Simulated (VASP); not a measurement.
Wanted: the native input for a VASP 6.6.1 run.

* Task: single point
* Functional: PBEsol
* Potentials or basis: VASP PAW PBE potentials, release 64 (Ga_d, N, Te)
* Cutoff: 520 eV
* k mesh: 2 × 2 × 2, shifted
* Occupations: fermi-dirac, width 0.05 eV
* Spin: no spin polarisation
* Dipole correction: no
* Further INCAR settings: LREAL = Auto; ALGO = Normal; EDIFF = 1e-06; NBANDS = 79

The structure of Ga7TeN7 (a cell with a defect) lies in POSCAR:

```
Ga7TeN7
1.0
    0.0000000000      4.4981210000      4.4981210000
    4.4981210000      0.0000000000      4.4981210000
    4.4981210000      4.4981210000      0.0000000000
Ga N Te
7 7 1
Direct
    0.0005750000      0.0090190000      0.9894040000
    0.0075130000      0.9876280000      0.4993300000
    0.4990140000      0.4929970000      0.9952130000
    0.0068620000      0.5008670000      0.0020450000
    0.4958510000      0.9959750000      0.5078290000
    0.5063880000      0.9912170000      0.9908150000
    0.0062830000      0.4991110000      0.4953480000
    0.1247890000      0.1235700000      0.1258100000
    0.1226580000      0.1262200000      0.6203370000
    0.6175530000      0.6162980000      0.1403800000
    0.1345710000      0.6194240000      0.1249910000
    0.6147650000      0.1192490000      0.6402900000
    0.6373520000      0.1296680000      0.1190460000
    0.1299260000      0.6307960000      0.6156960000
    0.6277100000      0.6229530000      0.6348910000
```

One way to write it, as run:

INCAR

```
PREC = Accurate
ENCUT = 520
EDIFF = 1E-6
ISMEAR = -1
SIGMA = 0.05
LREAL = Auto
LASPH = T
NELM = 80
ALGO = Normal
ISIF = 2
LWAVE = F
LCHARG = F
GGA = PS
NBANDS = 79
```

KPOINTS

```
Automatic mesh
0
Gamma
  2 2 2
  0.5 0.5 0.5
```

Potentials or basis: VASP PAW PBE potentials, release 64 (Ga_d, N, Te).

The run is started by

```console
$ cat potpaw_PBE.64/Ga_d/POTCAR potpaw_PBE.64/N/POTCAR potpaw_PBE.64/Te/POTCAR > POTCAR
$ mpirun -np 1 vasp_std > vasp.out
```

It gave:

The pressure is 33.1 GPa and the largest force is 23.225 eV/Å. The band gap on the k mesh is zero (band 66 reaches 6.41 eV, above the bottom of band 67 at 6.09 eV).

Caveat: the k points lie up to 0.60 Å⁻¹ apart; the PAW data sets were made with another functional, which shifts forces and pressure a little; spin-orbit coupling is left out, which moves the levels of the heavy elements.

It took 13 min on 1 thread of AMD EPYC 9R45 (Zen 5) (shared host), peak memory 0.37 GiB.
